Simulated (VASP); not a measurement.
# GeSb2Te4 (Cm) in VASP: further runs

GeSb2Te4 is run at these levels: PBE; tasks: single point.

Everything below comes from runs of VASP 6.6.1. Logs are shortened: lines on timing, memory, paths and dates and some standing lists are left out, and cuts for length are marked.

### Step 1. The cell of the first run

It takes space group Cm (No. 8, monoclinic). Conventional cell: a = 7.444 Å, b = 4.298 Å, c = 14.144 Å, α = 90.00°, β = 92.51°, γ = 90.00°. Within 3.8 Å of Ge (site symmetry m) lie 6 Te at 2.85 to 3.32 Å. Within 4.0 Å of Sb (site symmetry m) lie 6 Te at 3.01 to 3.22 Å. Sb (site symmetry m) has 6 Te at 3.03 to 3.17 Å within 4.0 Å. Within 3.8 Å of Te (site symmetry m) lie 3 Ge at 2.85 Å and 1 Te at 3.10 Å. Within 4.0 Å of Te (site symmetry m) lie 3 Sb at 3.01 Å and 1 Te at 3.10 Å. Within 4.6 Å of Te (site symmetry m) lie 6 Sb at 3.17 to 3.22 Å and 12 Te at 4.30 to 4.50 Å. Within 4.0 Å of Te (site symmetry m) lie 3 Sb at 3.03 Å and 3 Ge at 3.32 Å.

### Step 2. Single point, PBE

INCAR reads:

```
SYSTEM = GeSb2Te4
  PREC = Accurate
  ENCUT = 520
  EDIFF = 1E-6
  ISMEAR = 0
  SIGMA = 0.03
  LREAL = .FALSE.
  LASPH = .TRUE.
  NELM = 80
  ALGO = Normal
  ISIF = 2
  LWAVE = .FALSE.
  LCHARG = .FALSE.
  GGA = PE
  NBANDS = 33
```

KPOINTS reads:

```
Automatic mesh
0
G
  9 9 3
  0 0 0
```

POSCAR reads:

```
GeSb2Te4
1.0
   -4.2977010893      0.0000000000      0.0000000000
   -2.1488505447     -3.7219183212      0.0000000000
    0.5372126362      0.3101598601     14.1302728042
Ge Sb Te
1 2 4
Direct
    0.5194281481      0.5194281481      0.2073377777
    0.2330961966      0.2330961966      0.7713543595
    0.8760389574      0.8760389574      0.4866674886
    0.8444507178      0.8444507177      0.1076086130
   -0.0901503645     -0.0901503645      0.8923956264
    0.5543489891      0.5543489891      0.6263878696
    0.1990746054      0.1990746054      0.3630952651
```

Potentials or basis: VASP PAW PBE potentials, release 64 (Ge_d, Sb, Te).

Started as:

```console
> cat potpaw_PBE.64/Ge_d/POTCAR potpaw_PBE.64/Sb/POTCAR potpaw_PBE.64/Te/POTCAR > POTCAR
> mpirun -np 1 vasp_std > vasp.out
```

OUTCAR:

```text
SYSTEM = GeSb2Te4
   PREC = Accurate
   ENCUT = 520
   EDIFF = 1E-6
   ISMEAR = 0
   LREAL = .FALSE.
   LASPH = .TRUE.
   NELM = 80
   ISIF = 2
   GGA = PE

 ion  position               nearest neighbor table
   1  0.519  0.519  0.207-   4 2.85   4 2.85   4 2.85
   2  0.233  0.233  0.771-   5 3.01   5 3.01   5 3.01   6 3.22   6 3.22   6 3.22
   3  0.876  0.876  0.487-   7 3.03   7 3.03   7 3.03   6 3.17   6 3.17   6 3.17
   4  0.844  0.844  0.108-   1 2.85   1 2.85   1 2.85   5 3.10
   5  0.910  0.910  0.892-   2 3.01   2 3.01   2 3.01   4 3.10
   6  0.554  0.554  0.626-   3 3.17   3 3.17   3 3.17   2 3.22   2 3.22   2 3.22
   7  0.199  0.199  0.363-   3 3.03   3 3.03   3 3.03

  LATTYP: Found a base centered monoclinic cell.
 ALAT       =     7.4438366425
 B/A-ratio  =     0.5773502692
 C/A-ratio  =     1.9000796181
 COS(beta)  =    -0.0438578113

  Lattice vectors:

 A1 = (  -4.2977010893,   0.0000000000,   0.0000000000)
 A2 = (  -2.1488505447,  -3.7219183212,   0.0000000000)
 A3 = (   0.5372126362,   0.3101598601,  14.1302728042)

Analysis of symmetry for initial positions (statically):
=====================================================================
 Subroutine PRICEL returns:
 Original cell was already a primitive cell.

 Routine SETGRP: Setting up the symmetry group for a
 base centered monoclinic supercell.

 Subroutine GETGRP returns: Found  2 space group operations
 (whereof  2 operations were pure point group operations)
 out of a pool of  4 trial point group operations.

The static configuration has the point symmetry C_1h.

Analysis of symmetry for dynamics (positions and initial velocities):
=====================================================================
 Subroutine PRICEL returns:
 Original cell was already a primitive cell.

 Routine SETGRP: Setting up the symmetry group for a
 base centered monoclinic supercell.

 Subroutine GETGRP returns: Found  2 space group operations
 (whereof  2 operations were pure point group operations)
 out of a pool of  4 trial point group operations.

The dynamic configuration has the point symmetry C_1h.

 Subroutine INISYM returns: Found  2 space group operations
 (whereof  2 operations are pure point group operations),
 and found     1 'primitive' translations

----------------------------------------------------------------------------------------

                                     Primitive cell

  volume of cell :     226.0235

  direct lattice vectors                    reciprocal lattice vectors
    -4.297701089  0.000000000  0.000000000    -0.232682539  0.134339326  0.005897504
    -2.148850545 -3.721918321  0.000000000     0.000000000 -0.268678653  0.005897504
     0.537212636  0.310159860 14.130272804     0.000000000  0.000000000  0.070770042

  length of vectors
     4.297701089  4.297701089 14.143882284     0.268743370  0.268743370  0.070770042

  position of ions in fractional coordinates (direct lattice)
     0.519428148  0.519428148  0.207337778
     0.233096197  0.233096197  0.771354360
     0.876038957  0.876038957  0.486667489
     0.844450718  0.844450718  0.107608613
     0.909849636  0.909849636  0.892395626
     0.554348989  0.554348989  0.626387870
     0.199074605  0.199074605  0.363095265

  ion indices of the primitive-cell ions
   primitive index   ion index
                 1           1
                 2           2
                 3           3
                 4           4
                 5           5
                 6           6
                 7           7

----------------------------------------------------------------------------------------

 KPOINTS: Automatic mesh

Automatic generation of k-mesh.
 Grid dimensions read from file:
 generate k-points for:    9    9    3

 Generating k-lattice:

  Cartesian coordinates                     Fractional coordinates (reciprocal lattice)
    -0.025853615  0.014926592  0.000655278     0.111111111  0.000000000 -0.000000000
     0.000000000 -0.029853184  0.000655278     0.000000000  0.111111111  0.000000000
     0.000000000  0.000000000  0.023590014     0.000000000  0.000000000  0.333333333

  Length of vectors
     0.029860374  0.029860374  0.023590014

  Shift w.r.t. Gamma in fractional coordinates (k-lattice)
     0.000000000  0.000000000  0.000000000

 Subroutine IBZKPT returns following result:
 ===========================================

 Found     70 irreducible k-points:

 Following reciprocal coordinates:
            Coordinates               Weight
  0.000000  0.000000  0.000000      1.000000
  0.111111  0.000000  0.000000      4.000000
  0.222222  0.000000  0.000000      4.000000
  0.333333  0.000000  0.000000      4.000000
  0.444444  0.000000  0.000000      4.000000
  0.111111  0.111111  0.000000      2.000000
[... 16 lines left out ...]
 -0.333333  0.333333 -0.000000      2.000000
  0.444444  0.444444  0.000000      2.000000
 [... further k-points ...]
   k-points           NKPTS =     70   k-points in BZ     NKDIM =     70   number of bands    NBANDS=     33
   number of dos      NEDOS =    301   number of ions     NIONS =      7
   total plane-waves  NPLWV = 110592
   dimension x,y,z NGX =    32 NGY =   32 NGZ =  108
   dimension x,y,z NGXF=    64 NGYF=   64 NGZF=  216
   ions per type =               1   2   4
   NGX,Y,Z   is equivalent  to a cutoff of  12.38, 12.38, 12.69 a.u.
   NGXF,Y,Z  is equivalent  to a cutoff of  24.76, 24.76, 25.39 a.u.
 SYSTEM =  GeSb2Te4
   PREC   = accura    normal or accurate (medium, high low for compatibility)
   ISTART =      0    job   : 0-new  1-cont  2-samecut
   ICHARG =      2    charge: 1-file 2-atom 10-const
   ISPIN  =      1    spin polarized calculation?
   LNONCOLLINEAR =      F non collinear calculations
   LSORBIT =      F    spin-orbit coupling
   LASPH  =      T    aspherical Exc in radial PAW
   ENCUT  =  520.0 eV  38.22 Ry    6.18 a.u.   7.99  7.99 26.30*2*pi/ulx,y,z
   NELM   =     80;   NELMIN=  2; NELMDL= -5     # of ELM steps
   EDIFF  = 0.1E-05   stopping-criterion for ELM
   LREAL  =      F    real-space projection
   EDIFFG = 0.1E-04   stopping-criterion for IOM
   NSW    =      0    number of steps for IOM
   IBRION =     -1    ionic relax: 0-MD 1-quasi-New 2-CG
   NFREE  =      0    steps in history (QN), initial steepest desc. (CG)
   ISIF   =      2    stress and relaxation
   ISYM   =      2    0-nonsym 1-usesym 2-fastsym
   POTIM  = 0.5000    time-step for ionic-motion
   TEBEG  =    0.0;   TEEND  =   0.0 temperature during run
   PSTRESS=    0.0 pullay stress
   NELECT =      48.0000    total number of electrons
   NUPDOWN=      -1.0000    fix difference up-down
   EMIN   =  10.00;   EMAX   =-10.00  energy-range for DOS
   EFERMI =   0.00;   METHOD = LEGACY
   ISMEAR =     0;   SIGMA  =   0.03  broadening in eV -4-tet -1-fermi 0-gaus
   EFERMI_NEDOS =   21; number of points for ismear=-14 and -15
   IALGO  =     38    algorithm
   IMIX   =      4    mixing-type and parameters
     AMIX     =   0.40;   BMIX     =  1.00
     AMIX_MAG =   1.60;   BMIX_MAG =  1.00
  volume/ion in A,a.u.               =      32.29       217.90
  Fermi-wavevector in a.u.,A,eV,Ry     =   0.976721  1.845736 12.979750  0.953985
  Thomas-Fermi vector in A             =   2.107363
   LORBIT       =      0    0 simple, 1 ext, 2 COOP (PROOUT), +10 PAW based schemes
   GGA     = PE    functional components
   LHFCALC =     F    Hartree Fock is set to
   AEXX    =    0.0000 exact exchange contribution
   IVDW    =     0    specifies the selected vdW correction
   LEPSILON=     F    determine dielectric tensor
   LRPA    =     F    only Hartree local field effects (RPA)
 non-spin polarized calculation
 Gauss-broadening in eV      SIGMA  =   0.03
  energy-cutoff  :      520.00
  volume of cell :      226.02
 maximum number of plane-waves:      6114
   NGX = 15   NGY = 15   NGZ = 53

 number of electron      48.0000001 magnetization

 Free energy of the ion-electron system (eV)
  ---------------------------------------------------
  ext. energy  EPLUGINS =         0.00000000
  ---------------------------------------------------
  free energy    TOTEN  =       -25.80287889 eV

  energy without entropy =      -25.80280094  energy(sigma->0) =      -25.80283991

 E-fermi :   6.2044     XC(G=0):  -9.1404

 val. band max:        6.1628270143   @ k =   0.2222   0.0000   0.3333
 cond. band min:       6.2395370577   @ k =   0.3333   0.3333   0.3333
 fundamental gap:      0.0767100434
 Fermi energy:         6.2043620297

 k-point     1 :       0.0000    0.0000    0.0000
  band No.  band energies     occupation
      1     -18.9021      2.00000
      2     -18.8960      2.00000
      3     -18.8927      2.00000
      4     -18.8887      2.00000
      5     -18.8882      2.00000
      6      -7.2089      2.00000
[... 25 lines left out ...]
     32       8.0487      0.00000
     33       8.0868      0.00000

 k-point     2 :       0.1111    0.0000    0.0000
  band No.  band energies     occupation
      1     -18.9023      2.00000
      2     -18.8958      2.00000
      3     -18.8928      2.00000
      4     -18.8886      2.00000
      5     -18.8881      2.00000
      6      -7.1031      2.00000
[... 25 lines left out ...]
     32       8.3302      0.00000
     33       8.5608      0.00000
[... 754 lines left out ...]
     32       9.9047      0.00000
     33      10.5082      0.00000

 k-point    24 :       0.4444    0.4444    0.0000
  band No.  band energies     occupation
      1     -18.9015      2.00000
      2     -18.8969      2.00000
      3     -18.8944      2.00000
      4     -18.8874      2.00000
      5     -18.8867      2.00000
      6      -5.8810      2.00000
[... 25 lines left out ...]
     32       9.1710      0.00000
     33       9.3660      0.00000

 [... further k-points ...]

------------------------ aborting loop because EDIFF is reached ----------------------------------------

  FORCE on cell =-STRESS in cart. coord.  units (eV):
  Direction    XX          YY          ZZ          XY          YZ          ZX
  --------------------------------------------------------------------------------------
  -------------------------------------------------------------------------------------
  Total        0.7205209      0.2975604      3.5808261      0.3662945      0.6004481      1.0400066
  in kB        5.1074434      2.1092699     25.3828407      2.5964944      4.2563025      7.3721320
  external PRESSURE =      10.8665180 kB  Pullay stress =       0.0000000 kB

 VOLUME and BASIS-vectors are now :
 -----------------------------------------------------------------------------
  energy-cutoff  :      520.00
  volume of cell :      226.02
      direct lattice vectors                 reciprocal lattice vectors
    -4.297701089  0.000000000  0.000000000    -0.232682539  0.134339326  0.005897504
    -2.148850545 -3.721918321  0.000000000     0.000000000 -0.268678653  0.005897504
     0.537212636  0.310159860 14.130272804     0.000000000  0.000000000  0.070770042

 POSITION                                       TOTAL-FORCE (eV/Angst)
 -----------------------------------------------------------------------------------
     -3.23714     -1.86896      2.92974         0.020006      0.011550      0.213529
     -1.08829     -0.62832     10.89945         0.013393      0.007733     -0.357298
     -5.38599     -3.10960      6.87674         0.054916      0.031706      0.104898
     -5.38599     -3.10960      1.52054         0.173815      0.100352      0.696308
     -5.38599     -3.10960     12.60979        -0.147072     -0.084912     -0.503929
     -3.23714     -1.86896      8.85103        -0.067012     -0.038690     -0.060023
     -1.08829     -0.62832      5.13064        -0.048046     -0.027739     -0.093485
 -----------------------------------------------------------------------------------
    total drift:                               -0.000704     -0.000406      0.000009

  FREE ENERGIE OF THE ION-ELECTRON SYSTEM (eV)
  ---------------------------------------------------
  free  energy   TOTEN  =       -25.8028788895 eV

  energy  without entropy=      -25.8028009354  energy(sigma->0) =      -25.80283991
```

It took 12 min on 1 thread of AMD EPYC 7R13, shared host; peak memory 0.62 GiB.

What came out:

* Free energy: -25.8029 eV
* Pressure: 1.1 GPa
* Largest force: 0.725 eV/Å
* Band gap on the k mesh: 0.08 eV (least direct gap 0.29 eV)

Forces on the atoms (eV/Å):
```
Ge   0.020  0.012  0.214
Sb   0.013  0.008 -0.357
Sb   0.055  0.032  0.105
Te   0.174  0.100  0.696
Te  -0.147 -0.085 -0.504
Te  -0.067 -0.039 -0.060
Te  -0.048 -0.028 -0.093
```

Caveat: spin-orbit coupling is left out, which moves the levels of the heavy elements; an odd mesh through Γ misses points on the zone boundary, where band edges can lie.

### Step 3. Single point, PBE

This run uses another cell than the first one, of the same volume but with other edges.

INCAR reads:

```
ALGO = Normal
EDIFF = 1E-7
ENCUT = 520
GGA = PE
ISIF = 2
ISMEAR = 0
LASPH = True
LCHARG = False
LREAL = False
LWAVE = False
NBANDS = 33
NELM = 80
PREC = Accurate
SIGMA = 0.03
```

KPOINTS reads:

```
k-points
0
Gamma
  9 9 3
```

POSCAR reads:

```
GeSb2Te4
1.0
   -4.2977010893      0.0000000000      0.0000000000
   -2.1488505447     -3.7219183212      0.0000000000
   -3.7607033382     -2.1712430846     14.1302728042
Ge Sb Te
1 2 4
Direct
    0.3811960517      0.3811960517      0.2073377777
   -0.2811657549     -0.2811657549      0.7713543595
    0.5515777427      0.5515777427      0.4866674886
    0.7727080555      0.7727080555      0.1076086130
   -0.6851105286     -0.6851105286      0.8923956264
    0.1367361965      0.1367361965      0.6263878696
   -0.0430010078     -0.0430010078      0.3630952651
```

Potentials or basis: VASP PAW PBE potentials, release 64 (Ge_d, Sb, Te).

Started as:

```console
> cat potpaw_PBE.64/Ge_d/POTCAR potpaw_PBE.64/Sb/POTCAR potpaw_PBE.64/Te/POTCAR > POTCAR
> mpirun -np 1 vasp_std > vasp.out
```

OUTCAR:

```text
EDIFF = 1E-7
   ENCUT = 520
   GGA = PE
   ISIF = 2
   ISMEAR = 0
   LASPH = True
   LREAL = False
   NELM = 80
   PREC = Accurate

 ion  position               nearest neighbor table
   1  0.381  0.381  0.207-   4 2.85   4 2.85   4 2.85
   2  0.719  0.719  0.771-   5 3.01   5 3.01   5 3.01   6 3.22   6 3.22   6 3.22
   3  0.552  0.552  0.487-   7 3.03   7 3.03   7 3.03   6 3.17   6 3.17   6 3.17
   4  0.773  0.773  0.108-   1 2.85   1 2.85   1 2.85
   5  0.315  0.315  0.892-   2 3.01   2 3.01   2 3.01
[... 1077 lines left out ...]
  -------------------------------------------------------------------------------------
  Total       -0.0948525      0.1268805      0.2094591     -0.1920265     -0.1430047     -0.2476912
  in kB       -0.6723664      0.8993979      1.4847600     -1.3611878     -1.0136948     -1.7557700
  external PRESSURE =       0.5705972 kB  Pullay stress =       0.0000000 kB

 VOLUME and BASIS-vectors are now :
 -----------------------------------------------------------------------------
  energy-cutoff  :      520.00
  volume of cell :      226.02
      direct lattice vectors                 reciprocal lattice vectors
    -4.297701089  0.000000000  0.000000000    -0.232682539  0.134339326 -0.041284884
    -2.148850545 -3.721918321  0.000000000     0.000000000 -0.268678653 -0.041284884
    -3.760703338 -2.171243085 14.130272804     0.000000000  0.000000000  0.070770042

 POSITION                                       TOTAL-FORCE (eV/Angst)
 -----------------------------------------------------------------------------------
     -3.23714     -1.86896      2.92974         0.008271      0.004775      0.035670
     -7.53484     -4.35024     10.89945        -0.050681     -0.029261     -0.058852
     -5.38599     -3.10960      6.87674        -0.023028     -0.013295      0.008947
     -5.38599     -3.10960      1.52054        -0.041625     -0.024032      0.020958
     -5.38599     -3.10960     12.60979         0.053483      0.030878     -0.005747
     -3.23714     -1.86896      8.85103         0.036471      0.021057      0.010911
     -7.53484     -4.35024      5.13064         0.017109      0.009878     -0.011888
 -----------------------------------------------------------------------------------
    total drift:                                0.000815      0.000471      0.000456

  FREE ENERGIE OF THE ION-ELECTRON SYSTEM (eV)
  ---------------------------------------------------
  free  energy   TOTEN  =       -26.1017383908 eV

  energy  without entropy=      -26.1017383908  energy(sigma->0) =      -26.10173839
```

stdout:

```text
POSCAR found type information on POSCAR GeSbTe
 POSCAR found :  3 types and       7 ions
 scaLAPACK will be used
 LDA part: xc-table for (Slater+PW92), standard interpolation
 POSCAR, INCAR and KPOINTS ok, starting setup
 FFT: planning ... GRIDC
 FFT: planning ... GRID_SOFT
 FFT: planning ... GRID
 WAVECAR not read
 entering main loop
```

Run time: 13 min. Hardware: 1 thread of Intel Xeon 8259CL, shared host; peak memory 0.67 GiB.

What came out:

| Quantity | Value |
| --- | --- |
| Free energy | -26.1017 eV |
| Pressure | 0.1 GPa |
| Largest force | 0.083 eV/Å |
| Band gap on the k mesh | 0.33 eV (least direct gap 0.43 eV) |

Forces in eV/Å, atoms in the order of the input:
```
Ge   0.008  0.005  0.036
Sb  -0.051 -0.029 -0.059
Sb  -0.023 -0.013  0.009
Te  -0.042 -0.024  0.021
Te   0.053  0.031 -0.006
Te   0.036  0.021  0.011
Te   0.017  0.010 -0.012
```

Levels at points of the mesh, in eV from the valence-band top:
```
           k point  band 20  band 21  band 22  band 23  band 24  band 25  band 26  band 27  band 28  band 29
(0.00, 0.00, 0.00)    -1.38    -1.28    -1.25    -1.00    -0.13     0.37     0.46     0.49     1.28     1.35
```

Caveat: spin-orbit coupling is left out, which moves the levels of the heavy elements; an odd mesh through Γ misses points on the zone boundary, where band edges can lie; this functional lacks dispersion, which binds the layers, so the pressure and a relaxed spacing across them are unreliable.
